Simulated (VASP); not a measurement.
# BaTiO3 (P1) in VASP: single point with LDA

Aim: the single point of BaTiO3 with LDA.

All numbers are computed with VASP 6.6.1; they aren't measurements. Logs are shortened: lines on timing, memory, paths and dates and some standing lists are left out, and cuts for length are marked.

## (1) The cell of the first run

The typed cell holds 10 atoms: a = 4.000 Å, b = 4.000 Å, c = 8.036 Å, α = 90.00°, β = 90.00°, γ = 90.00°.

## (2) Single point, LDA

The input, INCAR:

```
SYSTEM = BaTiO3
PREC = Accurate
ENCUT = 600
EDIFF = 1E-6
ISMEAR = -1
SIGMA = 0.05
LREAL = .FALSE.
LASPH = .TRUE.
NELM = 120
ALGO = Normal
ISIF = 2
LWAVE = .FALSE.
LCHARG = .FALSE.
NBANDS = 51
GGA_COMPAT = .FALSE.
```

The input, KPOINTS:

```
regular mesh
0
G
  7 7 4
  0 0 0
```

The input, POSCAR:

```
BaTiO3
1.0
    3.9998000000      0.0000000000      0.0000000000
    0.0000000000      3.9998000000      0.0000000000
    0.0000000000      0.0000000000      8.0360000000
Ba Ti O
2 2 6
Direct
    0.9993338700      0.0014896700      0.0020579800
    0.0006661300      0.9985103300      0.4979420200
    0.4893534700      0.4978615600      0.2399223900
    0.5106465300      0.5021384400      0.7420776100
    0.5027900500      0.5020959900      0.0107726400
    0.4972099500      0.4979040100      0.5052273600
    0.5056745700      0.0016777200      0.2580984100
    0.4943254300      0.9983222800      0.7569015900
    0.0077650300      0.4997120000      0.2626403600
    0.9922349700      0.5002880000      0.7523596400
```

Potentials or basis: VASP PAW LDA potentials, release 64 (Ba_sv, Ti_sv, O).

On the command line:

```bash
> cat potpaw_LDA.64/Ba_sv/POTCAR potpaw_LDA.64/Ti_sv/POTCAR potpaw_LDA.64/O/POTCAR > POTCAR
> mpirun -np 1 vasp_std > vasp.out
```

OUTCAR:

```text
SYSTEM = BaTiO3
   PREC = Accurate
   ENCUT = 600
   EDIFF = 1E-6
   ISMEAR = -1
   LREAL = .FALSE.
   LASPH = .TRUE.
   NELM = 120
   ISIF = 2

 ion  position               nearest neighbor table
   1  0.999  0.001  0.002-   8 2.79   5 2.82   5 2.82   8 2.82  10 2.83  10 2.84   5 2.84   5 2.84
                             7 2.85   7 2.89   9 2.89   9 2.90   3 3.38   3 3.40   3 3.43   3 3.45
   2  0.001  0.999  0.498-   9 2.75   9 2.76   7 2.76   7 2.79   6 2.82   6 2.82   6 2.84   6 2.84
                            10 2.86  10 2.87   8 2.87   8 2.90   4 3.41   4 3.43   4 3.46   4 3.47
   3  0.489  0.498  0.240-   5 1.84   9 1.93   7 1.99   7 2.02   9 2.08   6 2.13   1 3.38   1 3.40
                             1 3.43   1 3.45   2 3.48   2 3.48   2 3.53   2 3.53
   4  0.511  0.502  0.742-   6 1.90  10 1.93   8 1.99   8 2.02  10 2.08   5 2.16   2 3.41   2 3.43
                             2 3.46   2 3.47   1 3.49   1 3.49   1 3.54   1 3.54
   5  0.503  0.502  0.011-   3 1.84   4 2.16   1 2.82   1 2.82   1 2.84   1 2.84
   6  0.497  0.498  0.505-   4 1.90   3 2.13   2 2.82   2 2.82   2 2.84   2 2.84
   7  0.506  0.002  0.258-   3 1.99   3 2.02   2 2.76   2 2.79   1 2.85   1 2.89
   8  0.494  0.998  0.757-   4 1.99   4 2.02   1 2.79   1 2.82   2 2.87   2 2.90
   9  0.008  0.500  0.263-   3 1.93   3 2.08   2 2.75   2 2.76   1 2.89   1 2.90
  10  0.992  0.500  0.752-   4 1.93   4 2.08   1 2.83   1 2.84   2 2.86   2 2.87

  LATTYP: Found a simple tetragonal cell.
 ALAT       =     3.9998000000
 C/A-ratio  =     2.0091004550

  Lattice vectors:

 A1 = (   3.9998000000,   0.0000000000,   0.0000000000)
 A2 = (   0.0000000000,   3.9998000000,   0.0000000000)
 A3 = (   0.0000000000,   0.0000000000,   8.0360000000)

Analysis of symmetry for initial positions (statically):
=====================================================================
 Subroutine PRICEL returns:
 Original cell was already a primitive cell.

 Routine SETGRP: Setting up the symmetry group for a
 simple tetragonal supercell.

 Subroutine GETGRP returns: Found  1 space group operations
 (whereof  1 operations were pure point group operations)
 out of a pool of 16 trial point group operations.

The static configuration has the point symmetry C_1 .

Analysis of symmetry for dynamics (positions and initial velocities):
=====================================================================
 Subroutine PRICEL returns:
 Original cell was already a primitive cell.

 Routine SETGRP: Setting up the symmetry group for a
 simple tetragonal supercell.

 Subroutine GETGRP returns: Found  1 space group operations
 (whereof  1 operations were pure point group operations)
 out of a pool of 16 trial point group operations.

The dynamic configuration has the point symmetry C_1 .

 Subroutine INISYM returns: Found  1 space group operations
 (whereof  1 operations are pure point group operations),
 and found     1 'primitive' translations

----------------------------------------------------------------------------------------

                                     Primitive cell

  volume of cell :     128.5631

  direct lattice vectors                    reciprocal lattice vectors
     3.999800000  0.000000000  0.000000000     0.250012501  0.000000000  0.000000000
     0.000000000  3.999800000  0.000000000     0.000000000  0.250012501  0.000000000
     0.000000000  0.000000000  8.036000000     0.000000000  0.000000000  0.124440020

  length of vectors
     3.999800000  3.999800000  8.036000000     0.250012501  0.250012501  0.124440020

  position of ions in fractional coordinates (direct lattice)
     0.999333870  0.001489670  0.002057980
     0.000666130  0.998510330  0.497942020
     0.489353470  0.497861560  0.239922390
     0.510646530  0.502138440  0.742077610
     0.502790050  0.502095990  0.010772640
     0.497209950  0.497904010  0.505227360
     0.505674570  0.001677720  0.258098410
     0.494325430  0.998322280  0.756901590
     0.007765030  0.499712000  0.262640360
     0.992234970  0.500288000  0.752359640

  ion indices of the primitive-cell ions
   primitive index   ion index
                 1           1
                 2           2
                 3           3
                 4           4
                 5           5
                 6           6
                 7           7
                 8           8
                 9           9
                10          10

----------------------------------------------------------------------------------------

 KPOINTS: regular mesh

Automatic generation of k-mesh.
 Grid dimensions read from file:
 generate k-points for:    7    7    4

 Generating k-lattice:

  Cartesian coordinates                     Fractional coordinates (reciprocal lattice)
     0.035716072  0.000000000  0.000000000     0.142857143  0.000000000  0.000000000
     0.000000000  0.035716072  0.000000000     0.000000000  0.142857143  0.000000000
     0.000000000  0.000000000  0.031110005     0.000000000  0.000000000  0.250000000

  Length of vectors
     0.035716072  0.035716072  0.031110005

  Shift w.r.t. Gamma in fractional coordinates (k-lattice)
     0.000000000  0.000000000  0.000000000

 Subroutine IBZKPT returns following result:
 ===========================================

 Found     99 irreducible k-points:

 Following reciprocal coordinates:
            Coordinates               Weight
  0.000000  0.000000  0.000000      1.000000
  0.142857  0.000000  0.000000      2.000000
  0.000000  0.142857  0.000000      2.000000
  0.285714  0.000000  0.000000      2.000000
  0.000000  0.285714  0.000000      2.000000
  0.428571  0.000000  0.000000      2.000000
[... 16 lines left out ...]
  0.285714  0.428571  0.000000      2.000000
  0.428571  0.428571  0.000000      2.000000
 [... further k-points ...]
   k-points           NKPTS =     99   k-points in BZ     NKDIM =     99   number of bands    NBANDS=     51
   number of dos      NEDOS =    301   number of ions     NIONS =     10
   total plane-waves  NPLWV =  65536
   dimension x,y,z NGX =    32 NGY =   32 NGZ =   64
   dimension x,y,z NGXF=    64 NGYF=   64 NGZF=  128
   ions per type =               2   2   6
   NGX,Y,Z   is equivalent  to a cutoff of  13.30, 13.30, 13.24 a.u.
   NGXF,Y,Z  is equivalent  to a cutoff of  26.60, 26.60, 26.48 a.u.
 SYSTEM =  BaTiO3
   PREC   = accura    normal or accurate (medium, high low for compatibility)
   ISTART =      0    job   : 0-new  1-cont  2-samecut
   ICHARG =      2    charge: 1-file 2-atom 10-const
   ISPIN  =      1    spin polarized calculation?
   LNONCOLLINEAR =      F non collinear calculations
   LSORBIT =      F    spin-orbit coupling
   LASPH  =      T    aspherical Exc in radial PAW
   ENCUT  =  600.0 eV  44.10 Ry    6.64 a.u.   7.99  7.99 16.05*2*pi/ulx,y,z
   NELM   =    120;   NELMIN=  2; NELMDL= -5     # of ELM steps
   EDIFF  = 0.1E-05   stopping-criterion for ELM
   LREAL  =      F    real-space projection
   EDIFFG = 0.1E-04   stopping-criterion for IOM
   NSW    =      0    number of steps for IOM
   IBRION =     -1    ionic relax: 0-MD 1-quasi-New 2-CG
   NFREE  =      0    steps in history (QN), initial steepest desc. (CG)
   ISIF   =      2    stress and relaxation
   ISYM   =      2    0-nonsym 1-usesym 2-fastsym
   POTIM  = 0.5000    time-step for ionic-motion
   TEBEG  =    0.0;   TEEND  =   0.0 temperature during run
   PSTRESS=    0.0 pullay stress
   NELECT =      80.0000    total number of electrons
   NUPDOWN=      -1.0000    fix difference up-down
   EMIN   =  10.00;   EMAX   =-10.00  energy-range for DOS
   EFERMI =   0.00;   METHOD = LEGACY
   ISMEAR =    -1;   SIGMA  =   0.05  broadening in eV -4-tet -1-fermi 0-gaus
   EFERMI_NEDOS =   21; number of points for ismear=-14 and -15
   IALGO  =     38    algorithm
   IMIX   =      4    mixing-type and parameters
     AMIX     =   0.40;   BMIX     =  1.00
     AMIX_MAG =   1.60;   BMIX_MAG =  1.00
  volume/ion in A,a.u.               =      12.86        86.76
  Fermi-wavevector in a.u.,A,eV,Ry     =   1.397653  2.641181 26.578078  1.953434
  Thomas-Fermi vector in A             =   2.520888
   LORBIT       =      0    0 simple, 1 ext, 2 COOP (PROOUT), +10 PAW based schemes
   GGA     = CA    functional components
   LHFCALC =     F    Hartree Fock is set to
   AEXX    =    0.0000 exact exchange contribution
   IVDW    =     0    specifies the selected vdW correction
   LEPSILON=     F    determine dielectric tensor
   LRPA    =     F    only Hartree local field effects (RPA)
 non-spin polarized calculation
  energy-cutoff  :      600.00
  volume of cell :      128.56
 maximum number of plane-waves:      4326
   NGX = 15   NGY = 15   NGZ = 33

 number of electron      79.9999995 magnetization

 Free energy of the ion-electron system (eV)
  ---------------------------------------------------
  ext. energy  EPLUGINS =         0.00000000
  ---------------------------------------------------
  free energy    TOTEN  =       -88.20636219 eV

  energy without entropy =      -88.20636219  energy(sigma->0) =      -88.20636219

 E-fermi :   4.4441     XC(G=0): -11.7177

 val. band max:        3.4361530866   @ k =  -0.4286   0.4286   0.2500
 cond. band min:       5.3433277884   @ k =   0.0000   0.0000   0.0000
 fundamental gap:      1.9071747017
 Fermi energy:         4.4440704875

 k-point     1 :       0.0000    0.0000    0.0000
  band No.  band energies     occupation
      1     -52.2972      2.00000
      2     -52.2161      2.00000
      3     -28.9744      2.00000
      4     -28.9234      2.00000
      5     -28.9152      2.00000
      6     -28.9096      2.00000
[... 43 lines left out ...]
     50       8.3152      0.00000
     51       8.4080      0.00000

 k-point     2 :       0.1429    0.0000    0.0000
  band No.  band energies     occupation
      1     -52.2970      2.00000
      2     -52.2159      2.00000
      3     -28.9737      2.00000
      4     -28.9336      2.00000
      5     -28.9148      2.00000
      6     -28.9092      2.00000
[... 43 lines left out ...]
     50       8.7077      0.00000
     51       8.8003      0.00000

 k-point     3 :       0.0000    0.1429    0.0000
  band No.  band energies     occupation
      1     -52.2970      2.00000
      2     -52.2159      2.00000
      3     -28.9737      2.00000
      4     -28.9230      2.00000
      5     -28.9198      2.00000
      6     -28.9146      2.00000
[... 43 lines left out ...]
     50       8.7169      0.00000
     51       8.7955      0.00000
[... 1027 lines left out ...]
 k-point    23 :       0.2857    0.4286    0.0000
  band No.  band energies     occupation
      1     -52.2955      2.00000
      2     -52.2144      2.00000
      3     -28.9692      2.00000
      4     -28.9583      2.00000
      5     -28.9536      2.00000
      6     -28.9116      2.00000
[... 43 lines left out ...]
     50      10.7131      0.00000
     51      10.9702      0.00000

 k-point    24 :       0.4286    0.4286    0.0000
  band No.  band energies     occupation
      1     -52.2951      2.00000
      2     -52.2140      2.00000
      3     -28.9717      2.00000
      4     -28.9680      2.00000
      5     -28.9572      2.00000
      6     -28.9110      2.00000
[... 43 lines left out ...]
     50      10.3848      0.00000
     51      11.0255      0.00000

 [... further k-points ...]

------------------------ aborting loop because EDIFF is reached ----------------------------------------

  FORCE on cell =-STRESS in cart. coord.  units (eV):
  Direction    XX          YY          ZZ          XY          YZ          ZX
  --------------------------------------------------------------------------------------
  -------------------------------------------------------------------------------------
  Total       -4.9618409     -5.4900626     -4.0425303      0.0125973     -0.0023332      0.0583292
  in kB      -61.8353666    -68.4181615    -50.3787495      0.1569900     -0.0290765      0.7269093
  external PRESSURE =     -60.2107592 kB  Pullay stress =       0.0000000 kB

 VOLUME and BASIS-vectors are now :
 -----------------------------------------------------------------------------
  energy-cutoff  :      600.00
  volume of cell :      128.56
      direct lattice vectors                 reciprocal lattice vectors
     3.999800000  0.000000000  0.000000000     0.250012501  0.000000000  0.000000000
     0.000000000  3.999800000  0.000000000     0.000000000  0.250012501  0.000000000
     0.000000000  0.000000000  8.036000000     0.000000000  0.000000000  0.124440020

 POSITION                                       TOTAL-FORCE (eV/Angst)
 -----------------------------------------------------------------------------------
      3.99714      0.00596      0.01654        -0.021018     -0.034067     -0.214729
      0.00266      3.99384      4.00146         0.015984      0.035493      0.033196
      1.95732      1.99135      1.92802        -0.080047     -0.025801      0.968189
      2.04248      2.00845      5.96334         0.088185      0.025561     -0.765439
      2.01106      2.00828      0.08657        -0.069600     -0.047055     -0.242116
      1.98874      1.99152      4.06001         0.099303      0.056570      0.949197
      2.02260      0.00671      2.07408        -0.041855      0.003592     -0.384990
      1.97720      3.99309      6.08246         0.035700     -0.010033      0.031091
      0.03106      1.99875      2.11058         0.117916      0.024324     -0.621136
      3.96874      2.00105      6.04596        -0.144567     -0.028583      0.246736
 -----------------------------------------------------------------------------------
    total drift:                                0.000095     -0.000077     -0.000217

  FREE ENERGIE OF THE ION-ELECTRON SYSTEM (eV)
  ---------------------------------------------------
  free  energy   TOTEN  =       -88.2063621890 eV

  energy  without entropy=      -88.2063621880  energy(sigma->0) =      -88.20636219
```

Wall time 14 min (1 thread of Intel Xeon Platinum 8488C (Sapphire Rapids), shared host); peak memory 0.67 GiB.

What came out:

* Free energy: -88.2064 eV
* Pressure: -6.0 GPa
* Largest force: 0.972 eV/Å
* Band gap on the k mesh: 1.91 eV

Forces in eV/Å, atoms in the order of the input:
```
Ba  -0.021 -0.034 -0.215
Ba   0.016  0.035  0.033
Ti  -0.080 -0.026  0.968
Ti   0.088  0.026 -0.765
O   -0.070 -0.047 -0.242
O    0.099  0.057  0.949
O   -0.042  0.004 -0.385
O    0.036 -0.010  0.031
O    0.118  0.024 -0.621
O   -0.145 -0.029  0.247
```

Levels at points of the mesh, in eV from the valence-band top:
```tsv
k point	band 36	band 37	band 38	band 39	band 40	band 41	band 42	band 43	band 44	band 45
(0.00, 0.00, 0.00)	-0.69	-0.64	-0.27	-0.25	-0.23	1.91	2.04	2.15	2.16	3.70
(0.00, 0.00, 0.50)	-1.14	-0.55	-0.51	-0.44	-0.38	1.97	2.01	2.85	2.87	3.06
```

Caveat: the cell stands under tension; spin-orbit coupling is left out, which moves the levels of the heavy elements.
